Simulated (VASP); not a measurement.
# Co (P6_3/mmc) in VASP: a series of runs, part 2 of 2

VASP 6.6.1. Earlier steps stand in the parts before.

### 4 Single point, PBE+D3(BJ), collinear spin, ferromagnetic start

This run uses another cell than the first one, of 10.55 Å³/atom.

File INCAR:

```
SYSTEM = Co
PREC     = Accurate       ! precision mode
ENCUT    = 520            ! plane-wave cutoff, eV
EDIFF    = 1E-6           ! SCF threshold, eV
ISMEAR   = -1             ! smearing method
SIGMA    = 0.1            ! smearing width, eV
LREAL    = .False.        ! projectors in reciprocal space
LASPH    = .True.         ! aspherical terms in the spheres
NELM     = 150            ! most SCF steps
ALGO     = Normal         ! electronic algorithm
ISIF     = 2              ! what is computed and relaxed
LWAVE    = .False.        ! write WAVECAR
LCHARG   = .True.         ! write CHGCAR
ISPIN    = 2              ! spin polarisation
MAGMOM   = 2.5 2.5        ! initial moments
LORBIT   = 11             ! projections on sites
LMAXMIX  = 4              ! l up to which the mixer works
GGA      = PE             ! functional
IVDW     = 12             ! dispersion correction
LELF     = .True.         ! ELF
LVHAR    = .True.       
NBANDS   = 20             ! bands
```

File KPOINTS:

```
regular mesh
0
Gamma
  12 12 7
  0 0 0
```

File POSCAR:

```
Co
1.0
    2.4709542155      0.0000000000      0.0000000000
   -1.2354771077      2.1399091222      0.0000000000
    0.0000000000      0.0000000000      3.9918580324
Co
2
Direct
    0.3333333333      0.6666666667      0.2500000000
    0.6666666667      0.3333333333      0.7500000000
```

Potentials or basis: VASP PAW PBE potentials, release 64 (Co).

Started as:

```bash
$ cat potpaw_PBE.64/Co/POTCAR > POTCAR
$ mpirun -np 1 vasp_std > vasp.out
```

OUTCAR:

```text
SYSTEM = Co
   PREC = Accurate
   ENCUT = 520
   EDIFF = 1E-6
   ISMEAR = -1
   LREAL = .False.
   LASPH = .True.
   NELM = 150
   ISIF = 2
   ISPIN = 2
   LORBIT = 11
   GGA = PE
   IVDW = 12
 IVDW          = 12

 ion  position               nearest neighbor table
   1  0.333  0.667  0.250-   2 2.45   2 2.45   2 2.45   2 2.45   2 2.45   2 2.45
   2  0.667  0.333  0.750-   1 2.45   1 2.45   1 2.45   1 2.45   1 2.45   1 2.45

  LATTYP: Found a hexagonal cell.
 ALAT       =     2.4709542155
 C/A-ratio  =     1.6155127470

  Lattice vectors:

 A1 = (   2.4709542155,   0.0000000000,   0.0000000000)
 A2 = (  -1.2354771077,   2.1399091222,   0.0000000000)
 A3 = (   0.0000000000,   0.0000000000,   3.9918580324)

Analysis of symmetry for initial positions (statically):
=====================================================================
 Subroutine PRICEL returns:
 Original cell was already a primitive cell.

 Routine SETGRP: Setting up the symmetry group for a
 hexagonal supercell.

 Subroutine GETGRP returns: Found 24 space group operations
 (whereof 12 operations were pure point group operations)
 out of a pool of 24 trial point group operations.

The static configuration has the point symmetry D_3d.
 The point group associated with its full space group is D_6h.

Analysis of symmetry for dynamics (positions and initial velocities):
=====================================================================
 Subroutine PRICEL returns:
 Original cell was already a primitive cell.

 Routine SETGRP: Setting up the symmetry group for a
 hexagonal supercell.

 Subroutine GETGRP returns: Found 24 space group operations
 (whereof 12 operations were pure point group operations)
 out of a pool of 24 trial point group operations.

The dynamic configuration has the point symmetry D_3d.
 The point group associated with its full space group is D_6h.

Analysis of structural, dynamic, and magnetic symmetry:
=====================================================================
 Subroutine PRICEL returns:
 Original cell was already a primitive cell.

 Routine SETGRP: Setting up the symmetry group for a
 hexagonal supercell.

 Subroutine GETGRP returns: Found 24 space group operations
 (whereof 12 operations were pure point group operations)
 out of a pool of 24 trial point group operations.

The overall configuration has the point symmetry D_3d.
 The point group associated with its full space group is D_6h.

 Subroutine INISYM returns: Found 24 space group operations
 (whereof 12 operations are pure point group operations),
 and found     1 'primitive' translations

----------------------------------------------------------------------------------------

                                     Primitive cell

  volume of cell :      21.1074

  direct lattice vectors                    reciprocal lattice vectors
     2.470954215  0.000000000  0.000000000     0.404701954  0.233654782  0.000000000
    -1.235477108  2.139909122  0.000000000     0.000000000  0.467309565  0.000000000
     0.000000000  0.000000000  3.991858032     0.000000000  0.000000000  0.250509911

  length of vectors
     2.470954215  2.470954215  3.991858032     0.467309565  0.467309565  0.250509911

  position of ions in fractional coordinates (direct lattice)
     0.333333333  0.666666667  0.250000000
     0.666666667  0.333333333  0.750000000

  ion indices of the primitive-cell ions
   primitive index   ion index
                 1           1
[... 68 lines left out ...]
   LNONCOLLINEAR =      F non collinear calculations
   LSORBIT =      F    spin-orbit coupling
   LASPH  =      T    aspherical Exc in radial PAW
   ENCUT  =  520.0 eV  38.22 Ry    6.18 a.u.   4.59  4.59  7.42*2*pi/ulx,y,z
   NELM   =    150;   NELMIN=  2; NELMDL= -5     # of ELM steps
   EDIFF  = 0.1E-05   stopping-criterion for ELM
   LREAL  =      F    real-space projection
   EDIFFG = 0.1E-04   stopping-criterion for IOM
   NSW    =      0    number of steps for IOM
   IBRION =     -1    ionic relax: 0-MD 1-quasi-New 2-CG
   NFREE  =      0    steps in history (QN), initial steepest desc. (CG)
   ISIF   =      2    stress and relaxation
   ISYM   =      2    0-nonsym 1-usesym 2-fastsym
   POTIM  = 0.5000    time-step for ionic-motion
   TEBEG  =    0.0;   TEEND  =   0.0 temperature during run
   PSTRESS=    0.0 pullay stress
   NELECT =      18.0000    total number of electrons
   NUPDOWN=      -1.0000    fix difference up-down
   EMIN   =  10.00;   EMAX   =-10.00  energy-range for DOS
   EFERMI =   0.00;   METHOD = LEGACY
   ISMEAR =    -1;   SIGMA  =   0.10  broadening in eV -4-tet -1-fermi 0-gaus
   EFERMI_NEDOS =   21; number of points for ismear=-14 and -15
   IALGO  =     38    algorithm
   IMIX   =      4    mixing-type and parameters
     AMIX     =   0.40;   BMIX     =  1.00
     AMIX_MAG =   1.60;   BMIX_MAG =  1.00
  volume/ion in A,a.u.               =      10.55        71.22
  Fermi-wavevector in a.u.,A,eV,Ry     =   1.552461  2.933725 32.791869  2.410134
  Thomas-Fermi vector in A             =   2.656833
   LORBIT       =     11    0 simple, 1 ext, 2 COOP (PROOUT), +10 PAW based schemes
   GGA     = PE    functional components
   LHFCALC =     F    Hartree Fock is set to
   AEXX    =    0.0000 exact exchange contribution
   IVDW    =    12    specifies the selected vdW correction
   LEPSILON=     F    determine dielectric tensor
   LRPA    =     F    only Hartree local field effects (RPA)
 spin polarized calculation
  energy-cutoff  :      520.00
  volume of cell :       21.11
 maximum number of plane-waves:       580
   NGX =  9   NGY =  9   NGZ = 15

 number of electron      17.9999984 magnetization       3.1603654

 Free energy of the ion-electron system (eV)
  ---------------------------------------------------
  ext. energy  EPLUGINS =         0.00000000
  ---------------------------------------------------
  free energy    TOTEN  =       -14.08772039 eV

  energy without entropy =      -14.02467979  energy(sigma->0) =      -14.05620009

 E-fermi :  10.6474     XC(G=0): -13.5670

 val. band max:       10.6436743854   @ k =   0.2500   0.1667   0.1429
 cond. band min:      10.6535502870   @ k =   0.2500  -0.0000   0.0000
 fundamental gap:      0.0098759016
 Fermi energy:        10.6473516042

 spin component 1

 k-point     1 :       0.0000    0.0000    0.0000
  band No.  band energies     occupation
      1       1.5797      1.00000
      2       5.3995      1.00000
      3       8.0178      1.00000
      4       8.0341      1.00000
      5       8.0341      1.00000
      6       8.3620      1.00000
[... 541 lines left out ...]
     19      34.2095      0.00000
     20      35.8603      0.00000

 [... further k-points ...]

 spin component 2

 k-point     1 :       0.0000    0.0000    0.0000
  band No.  band energies     occupation
      1       1.5821      1.00000
      2       6.3276      1.00000
      3       9.6201      0.99997
      4       9.6395      0.99996
      5       9.6395      0.99996
      6      10.0214      0.99809
[... 541 lines left out ...]
     19      34.5605      0.00000
     20      36.1932      0.00000

 [... further k-points ...]

------------------------ aborting loop because EDIFF is reached ----------------------------------------

 Edisp (eV)   -0.85797

 E8    (eV) :    -0.3766

  FORCE on cell =-STRESS in cart. coord.  units (eV):
  Direction    XX          YY          ZZ          XY          YZ          ZX
  --------------------------------------------------------------------------------------
  -------------------------------------------------------------------------------------
  Total      -0.10825    -0.10825    -0.12237    -0.00000    -0.00000     0.00000
  in kB      -8.21693    -8.21693    -9.28833    -0.00000    -0.00000     0.00000
  external pressure =       -8.57 kB  Pullay stress =        0.00 kB

 VOLUME and BASIS-vectors are now :
 -----------------------------------------------------------------------------
  energy-cutoff  :      520.00
  volume of cell :       21.11
      direct lattice vectors                 reciprocal lattice vectors
     2.470954215  0.000000000  0.000000000     0.404701954  0.233654782  0.000000000
    -1.235477108  2.139909122  0.000000000     0.000000000  0.467309565  0.000000000
     0.000000000  0.000000000  3.991858032     0.000000000  0.000000000  0.250509911

 POSITION                                       TOTAL-FORCE (eV/Angst)
 -----------------------------------------------------------------------------------
     -0.00000      1.42661      0.99796        -0.000000     -0.000000      0.000000
      1.23548      0.71330      2.99389         0.000000      0.000000      0.000000
 -----------------------------------------------------------------------------------
    total drift:                               -0.000000      0.000000     -0.000000

  FREE ENERGIE OF THE ION-ELECTRON SYSTEM (eV)
  ---------------------------------------------------
  free  energy   TOTEN  =       -14.9456890177 eV

  energy  without entropy=      -14.8826484152  energy(sigma->0) =      -14.91416872

 total charge

# of ion       s       p       d       tot
------------------------------------------
    1        0.500   0.546   7.282   8.328
    2        0.500   0.546   7.282   8.328
--------------------------------------------------
tot          1.001   1.092  14.565  16.657

 magnetization (x)

# of ion       s       p       d       tot
------------------------------------------
    1       -0.015  -0.053   1.663   1.594
    2       -0.015  -0.053   1.663   1.594
--------------------------------------------------
tot         -0.030  -0.107   3.325   3.188
```

Wall time 25 s (1 thread of Intel Xeon 6975P-C (Granite Rapids), shared host); peak memory 0.17 GiB.

What came out:

| Item | Value |
| --- | --- |
| Free energy | -14.9457 eV |
| Pressure | -0.9 GPa |
| Net moment | 3.16 μB per cell |
| Site moments | Co +1.59 μB |
| Valence electrons inside the program's atomic spheres | Co 8.33 |
| Dispersion energy per atom | -0.429 eV |

### 5 Summary

```tsv
level	potentials or basis	cell	gap on the mesh (eV)	pressure (GPa)	moment (μB)
LDA	VASP PAW LDA potentials, release 64 (Co)	a = 2.427, b = 2.427, c = 3.918 Å, angles 90.0, 90.0, 120.0°, 2 atoms	none	-1.5	2.84
revPBE+D3(BJ)	VASP PAW PBE potentials, release 64 (Co)	a = 2.464, b = 2.464, c = 3.982 Å, angles 90.0, 90.0, 120.0°, 2 atoms	none	-0.9	3.17
PBE+D3(BJ)	VASP PAW PBE potentials, release 64 (Co)	a = 2.471, b = 2.471, c = 3.992 Å, angles 90.0, 90.0, 120.0°, 2 atoms	none	-0.9	3.16
```

Alike in all rows: task single point; spin collinear, ferromagnetic start; k mesh 12 × 12 × 7; cutoff (eV) 520; smearing fermi-dirac 0.1 eV.

Caveats: the PAW data sets were made with another functional, which shifts forces and pressure a little (at least some runs).

Total energies depend on the potentials used, so only differences within one code and one set of settings carry meaning.
